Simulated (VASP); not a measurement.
# MgS (F-43m) in VASP: a series of runs

MgS is run at these levels: PBEsol, HSE06; tasks: single point.

Program: VASP 6.6.1. These are calculated values, not measurements. Logs are shortened: lines on timing, memory, paths and dates and some standing lists are left out, and cuts for length are marked.

## Step 1: The cell of the first run

Symmetry: F-43m, No. 216, cubic system. The conventional cell has a = 5.652 Å, b = 5.652 Å, c = 5.652 Å, α = 90.00°, β = 90.00°, γ = 90.00°. Mg (site symmetry -43m) has 4 S at 2.45 Å within 3.2 Å. Within 3.2 Å of S (site symmetry -43m) lie 4 Mg at 2.45 Å.

## Step 2: Single point, PBEsol

Input file INCAR:

```
SYSTEM = MgS
PREC = Accurate
ENCUT = 520
EDIFF = 1E-7
ISMEAR = -1
SIGMA = 0.05
LREAL = .False.
LASPH = .True.
NELM = 100
ALGO = Normal
ISIF = 2
LWAVE = .False.
LCHARG = .False.
GGA = PS
NBANDS = 11
```

Input file KPOINTS:

```
Automatic mesh
0
Gamma
  7 7 7
  0 0 0
```

Input file POSCAR:

```
MgS
1.0
    0.0000000000      2.8257660000      2.8257660000
    2.8257660000      0.0000000000      2.8257660000
    2.8257660000      2.8257660000      0.0000000000
Mg S
1 1
Direct
    0.0000000000      0.0000000000      0.0000000000
    0.2500000000      0.2500000000      0.2500000000
```

Potentials or basis: VASP PAW PBE potentials, release 64 (Mg, S).

The run is started by

```sh
> cat potpaw_PBE.64/Mg/POTCAR potpaw_PBE.64/S/POTCAR > POTCAR
> mpirun -np 1 vasp_std > vasp.out
```

OUTCAR:

```text
SYSTEM = MgS
   PREC = Accurate
   ENCUT = 520
   EDIFF = 1E-7
   ISMEAR = -1
   LREAL = .False.
   LASPH = .True.
   NELM = 100
   ISIF = 2
   GGA = PS

 ion  position               nearest neighbor table
   1  0.000  0.000  0.000-   2 2.45   2 2.45   2 2.45   2 2.45
   2  0.250  0.250  0.250-   1 2.45   1 2.45   1 2.45   1 2.45

  LATTYP: Found a face centered cubic cell.
 ALAT       =     5.6515320000

  Lattice vectors:

 A1 = (   0.0000000000,   2.8257660000,   2.8257660000)
 A2 = (   2.8257660000,   0.0000000000,   2.8257660000)
 A3 = (   2.8257660000,   2.8257660000,   0.0000000000)

Analysis of symmetry for initial positions (statically):
=====================================================================
 Subroutine PRICEL returns:
 Original cell was already a primitive cell.

 Routine SETGRP: Setting up the symmetry group for a
 face centered cubic supercell.

 Subroutine GETGRP returns: Found 24 space group operations
 (whereof 24 operations were pure point group operations)
 out of a pool of 48 trial point group operations.

The static configuration has the point symmetry T_d .

Analysis of symmetry for dynamics (positions and initial velocities):
=====================================================================
 Subroutine PRICEL returns:
 Original cell was already a primitive cell.

 Routine SETGRP: Setting up the symmetry group for a
 face centered cubic supercell.

 Subroutine GETGRP returns: Found 24 space group operations
 (whereof 24 operations were pure point group operations)
 out of a pool of 48 trial point group operations.

The dynamic configuration has the point symmetry T_d .

 Subroutine INISYM returns: Found 24 space group operations
 (whereof 24 operations are pure point group operations),
 and found     1 'primitive' translations

----------------------------------------------------------------------------------------

                                     Primitive cell

  volume of cell :      45.1272

  direct lattice vectors                    reciprocal lattice vectors
     0.000000000  2.825766000  2.825766000    -0.176943172  0.176943172  0.176943172
     2.825766000  0.000000000  2.825766000     0.176943172 -0.176943172  0.176943172
     2.825766000  2.825766000  0.000000000     0.176943172  0.176943172 -0.176943172

  length of vectors
     3.996236601  3.996236601  3.996236601     0.306474564  0.306474564  0.306474564

  position of ions in fractional coordinates (direct lattice)
     0.000000000  0.000000000  0.000000000
     0.250000000  0.250000000  0.250000000

  ion indices of the primitive-cell ions
   primitive index   ion index
                 1           1
                 2           2

----------------------------------------------------------------------------------------

 KPOINTS: Automatic mesh

Automatic generation of k-mesh.
 Grid dimensions read from file:
 generate k-points for:    7    7    7

 Generating k-lattice:

  Cartesian coordinates                     Fractional coordinates (reciprocal lattice)
    -0.025277596  0.025277596  0.025277596     0.142857143  0.000000000  0.000000000
     0.025277596 -0.025277596  0.025277596     0.000000000  0.142857143  0.000000000
     0.025277596  0.025277596 -0.025277596     0.000000000  0.000000000  0.142857143

  Length of vectors
     0.043782081  0.043782081  0.043782081

  Shift w.r.t. Gamma in fractional coordinates (k-lattice)
     0.000000000  0.000000000  0.000000000

 Subroutine IBZKPT returns following result:
 ===========================================

 Found     20 irreducible k-points:

 Following reciprocal coordinates:
            Coordinates               Weight
  0.000000  0.000000  0.000000      1.000000
  0.142857  0.000000  0.000000      8.000000
  0.285714  0.000000  0.000000      8.000000
  0.428571  0.000000  0.000000      8.000000
  0.142857  0.142857  0.000000      6.000000
  0.285714  0.142857  0.000000     24.000000
[... 12 lines left out ...]
 -0.428571  0.428571  0.142857     24.000000
 -0.285714  0.428571  0.142857     24.000000
   k-points           NKPTS =     20   k-points in BZ     NKDIM =     20   number of bands    NBANDS=     11
   number of dos      NEDOS =    301   number of ions     NIONS =      2
   total plane-waves  NPLWV =  27000
   dimension x,y,z NGX =    30 NGY =   30 NGZ =   30
   dimension x,y,z NGXF=    60 NGYF=   60 NGZF=   60
   ions per type =               1   1
   NGX,Y,Z   is equivalent  to a cutoff of  12.48, 12.48, 12.48 a.u.
   NGXF,Y,Z  is equivalent  to a cutoff of  24.96, 24.96, 24.96 a.u.
 SYSTEM =  MgS
   PREC   = accura    normal or accurate (medium, high low for compatibility)
   ISTART =      0    job   : 0-new  1-cont  2-samecut
   ICHARG =      2    charge: 1-file 2-atom 10-const
   ISPIN  =      1    spin polarized calculation?
   LNONCOLLINEAR =      F non collinear calculations
   LSORBIT =      F    spin-orbit coupling
   LASPH  =      T    aspherical Exc in radial PAW
   ENCUT  =  520.0 eV  38.22 Ry    6.18 a.u.   7.43  7.43  7.43*2*pi/ulx,y,z
   NELM   =    100;   NELMIN=  2; NELMDL= -5     # of ELM steps
   EDIFF  = 0.1E-06   stopping-criterion for ELM
   LREAL  =      F    real-space projection
   EDIFFG = 0.1E-05   stopping-criterion for IOM
   NSW    =      0    number of steps for IOM
   IBRION =     -1    ionic relax: 0-MD 1-quasi-New 2-CG
   NFREE  =      0    steps in history (QN), initial steepest desc. (CG)
   ISIF   =      2    stress and relaxation
   ISYM   =      2    0-nonsym 1-usesym 2-fastsym
   POTIM  = 0.5000    time-step for ionic-motion
   TEBEG  =    0.0;   TEEND  =   0.0 temperature during run
   PSTRESS=    0.0 pullay stress
   NELECT =       8.0000    total number of electrons
   NUPDOWN=      -1.0000    fix difference up-down
   EMIN   =  10.00;   EMAX   =-10.00  energy-range for DOS
   EFERMI =   0.00;   METHOD = LEGACY
   ISMEAR =    -1;   SIGMA  =   0.05  broadening in eV -4-tet -1-fermi 0-gaus
   EFERMI_NEDOS =   21; number of points for ismear=-14 and -15
   IALGO  =     38    algorithm
   IMIX   =      4    mixing-type and parameters
     AMIX     =   0.40;   BMIX     =  1.00
     AMIX_MAG =   1.60;   BMIX_MAG =  1.00
  volume/ion in A,a.u.               =      22.56       152.27
  Fermi-wavevector in a.u.,A,eV,Ry     =   0.919656  1.737897 11.507355  0.845767
  Thomas-Fermi vector in A             =   2.044874
   LORBIT       =      0    0 simple, 1 ext, 2 COOP (PROOUT), +10 PAW based schemes
   GGA     = PS    functional components
   LHFCALC =     F    Hartree Fock is set to
   AEXX    =    0.0000 exact exchange contribution
   IVDW    =     0    specifies the selected vdW correction
   LEPSILON=     F    determine dielectric tensor
   LRPA    =     F    only Hartree local field effects (RPA)
 non-spin polarized calculation
  energy-cutoff  :      520.00
  volume of cell :       45.13
 maximum number of plane-waves:      1243
 NGX is ok and might be reduce to    30
   NGX = 15   NGY = 15   NGZ = 15

 number of electron       8.0000001 magnetization

 Free energy of the ion-electron system (eV)
  ---------------------------------------------------
  ext. energy  EPLUGINS =         0.00000000
  ---------------------------------------------------
  free energy    TOTEN  =        -8.91747320 eV

  energy without entropy =       -8.91747320  energy(sigma->0) =       -8.91747320

 E-fermi :   2.1331     XC(G=0):  -8.5979

 val. band max:        1.0353969643   @ k =   0.0000   0.0000   0.0000
 cond. band min:       4.3582087253   @ k =   0.0000   0.0000   0.0000
 fundamental gap:      3.3228117610
 Fermi energy:         2.1330968544

 k-point     1 :       0.0000    0.0000    0.0000
  band No.  band energies     occupation
      1     -10.2521      2.00000
      2       1.0354      2.00000
      3       1.0354      2.00000
      4       1.0354      2.00000
      5       4.3582      0.00000
      6       8.9221      0.00000
      7       8.9221      0.00000
      8       8.9221      0.00000
      9      11.8306      0.00000
     10      11.8306      0.00000
     11      14.6271      0.00000

 k-point     2 :       0.1429    0.0000    0.0000
  band No.  band energies     occupation
      1     -10.1362      2.00000
      2       0.1641      2.00000
      3       0.9661      2.00000
      4       0.9661      2.00000
      5       5.1848      0.00000
      6       8.6943      0.00000
      7       9.1374      0.00000
      8       9.1374      0.00000
      9      11.2767      0.00000
     10      11.2767      0.00000
     11      13.8285      0.00000

 k-point     3 :       0.2857    0.0000    0.0000
  band No.  band energies     occupation
      1      -9.8512      2.00000
      2      -1.1788      2.00000
      3       0.8225      2.00000
      4       0.8225      2.00000
      5       6.0101      0.00000
      6       8.8786      0.00000
      7       9.0305      0.00000
      8       9.0305      0.00000
      9      11.6777      0.00000
     10      11.6777      0.00000
     11      13.0056      0.00000

 k-point     4 :       0.4286    0.0000    0.0000
  band No.  band energies     occupation
      1      -9.5912      2.00000
      2      -2.0473      2.00000
      3       0.7178      2.00000
      4       0.7178      2.00000
      5       6.0641      0.00000
      6       8.6433      0.00000
      7       8.6433      0.00000
      8       9.4183      0.00000
      9      13.4711      0.00000
     10      13.4766      0.00000
     11      13.4766      0.00000

 k-point     5 :       0.1429    0.1429    0.0000
  band No.  band energies     occupation
      1     -10.0977      2.00000
      2       0.1738      2.00000
      3       0.7997      2.00000
      4       0.7997      2.00000
      5       5.4596      0.00000
      6       8.2371      0.00000
      7       9.4737      0.00000
      8       9.4737      0.00000
      9      10.0816      0.00000
     10      12.1778      0.00000
     11      15.4199      0.00000
[... 155 lines left out ...]
 k-point    17 :       0.4286    0.2857    0.1429
  band No.  band energies     occupation
      1      -9.6411      2.00000
      2      -1.2882      2.00000
      3      -0.0370      2.00000
      4       0.5236      2.00000
      5       6.6759      0.00000
      6       7.9345      0.00000
      7       8.4066      0.00000
      8      10.4339      0.00000
      9      11.0647      0.00000
     10      14.1799      0.00000
     11      15.4037      0.00000

 k-point    18 :      -0.4286    0.2857    0.1429
  band No.  band energies     occupation
      1      -9.4409      2.00000
      2      -1.6482      2.00000
      3      -0.4241      2.00000
      4       0.3082      2.00000
      5       6.8147      0.00000
      6       7.7411      0.00000
      7       9.1631      0.00000
      8      10.2337      0.00000
      9      12.1983      0.00000
     10      13.8361      0.00000
     11      15.4312      0.00000

 k-point    19 :      -0.4286    0.4286    0.1429
  band No.  band energies     occupation
      1      -9.3610      2.00000
      2      -1.5772      2.00000
      3      -0.3988      2.00000
      4      -0.1025      2.00000
      5       5.7564      0.00000
      6       7.5732      0.00000
      7       9.8548      0.00000
      8      11.4151      0.00000
      9      12.8346      0.00000
     10      14.4389      0.00000
     11      15.6624      0.00000

 k-point    20 :      -0.2857    0.4286    0.1429
  band No.  band energies     occupation
      1      -9.3341      2.00000
      2      -1.3543      2.00000
      3      -0.9349      2.00000
      4      -0.0528      2.00000
      5       6.3215      0.00000
      6       8.3746      0.00000
      7       9.5952      0.00000
      8       9.9979      0.00000
      9      12.8850      0.00000
     10      13.6071      0.00000
     11      15.9585      0.00000

------------------------ aborting loop because EDIFF is reached ----------------------------------------

  FORCE on cell =-STRESS in cart. coord.  units (eV):
  Direction    XX          YY          ZZ          XY          YZ          ZX
  --------------------------------------------------------------------------------------
  -------------------------------------------------------------------------------------
  Total       -0.0218220     -0.0218220     -0.0218220      0.0000000      0.0000000      0.0000000
  in kB       -0.7747576     -0.7747576     -0.7747576      0.0000000      0.0000000      0.0000000
  external PRESSURE =      -0.7747576 kB  Pullay stress =       0.0000000 kB

 VOLUME and BASIS-vectors are now :
 -----------------------------------------------------------------------------
  energy-cutoff  :      520.00
  volume of cell :       45.13
      direct lattice vectors                 reciprocal lattice vectors
     0.000000000  2.825766000  2.825766000    -0.176943172  0.176943172  0.176943172
     2.825766000  0.000000000  2.825766000     0.176943172 -0.176943172  0.176943172
     2.825766000  2.825766000  0.000000000     0.176943172  0.176943172 -0.176943172

 POSITION                                       TOTAL-FORCE (eV/Angst)
 -----------------------------------------------------------------------------------
      0.00000      0.00000      0.00000        -0.000000     -0.000000      0.000000
      1.41288      1.41288      1.41288         0.000000      0.000000     -0.000000
 -----------------------------------------------------------------------------------
    total drift:                                0.000000      0.000000      0.000000

  FREE ENERGIE OF THE ION-ELECTRON SYSTEM (eV)
  ---------------------------------------------------
  free  energy   TOTEN  =        -8.9174731999 eV

  energy  without entropy=       -8.9174731999  energy(sigma->0) =       -8.91747320
```

Wall time 12 s (1 thread of Intel Xeon Platinum 8259CL at 2.50GHz (Skylake/Cascade Lake), shared host); peak memory 0.16 GiB.

Results:

| Quantity | Value |
| --- | --- |
| Free energy | -8.9175 eV |
| Pressure | -0.1 GPa |
| Band gap on the k mesh | 3.32 eV |

Caveat: the PAW data sets were made with another functional, which shifts forces and pressure a little.

## Step 3: Single point, HSE06

POSCAR is that of step 2.

Input file INCAR.step1:

```
PREC = Accurate
ENCUT = 520
EDIFF = 1E-5
ISMEAR = -1
SIGMA = 0.05
LREAL = False
LASPH = True
NELM = 100
ALGO = Normal
ISIF = 2
LWAVE = True
LCHARG = False
NBANDS = 11
GGA = PE
```

Input file INCAR.step2:

```
PREC = Accurate
ENCUT = 520
EDIFF = 1E-6
ISMEAR = -1
SIGMA = 0.05
LREAL = False
LASPH = True
NELM = 100
ALGO = Normal
ISIF = 2
LWAVE = False
LCHARG = False
GGA = PE
LHFCALC = True
HFSCREEN = 0.2079
PRECFOCK = Normal
NBANDS = 11
ISTART = 1
```

Input file KPOINTS:

```
Automatic mesh
0
Gamma
  7 7 7
```

Potentials or basis: VASP PAW PBE potentials, release 64 (Mg, S).

The run is started by

```sh
> cat potpaw_PBE.64/Mg/POTCAR potpaw_PBE.64/S/POTCAR > POTCAR
> cp INCAR.step1 INCAR
> mpirun -np 1 vasp_std > vasp.out
> cp INCAR.step2 INCAR
> mpirun -np 1 vasp_std > vasp.out
```

Run time: 22 min. Hardware: 1 thread of Intel Xeon Platinum 8259CL at 2.50GHz (Skylake/Cascade Lake), shared host; peak memory 0.3 GiB.

Results (log left out):

- Free energy: -9.8459 eV
- Pressure: 0.2 GPa
- Band gap on the k mesh: 4.54 eV

Levels at points of the mesh, in eV from the valence-band top:
| k point | band 2 | band 3 | band 4 | band 5 | band 6 | band 7 |
| --- | --- | --- | --- | --- | --- | --- |
| (0.00, 0.00, 0.00) | 0.00 | 0.00 | 0.00 | 4.54 | 9.20 | 9.20 |

Caveat: the PAW data sets were made with another functional, which shifts forces and pressure a little; an odd mesh through Γ misses points on the zone boundary, where band edges can lie.
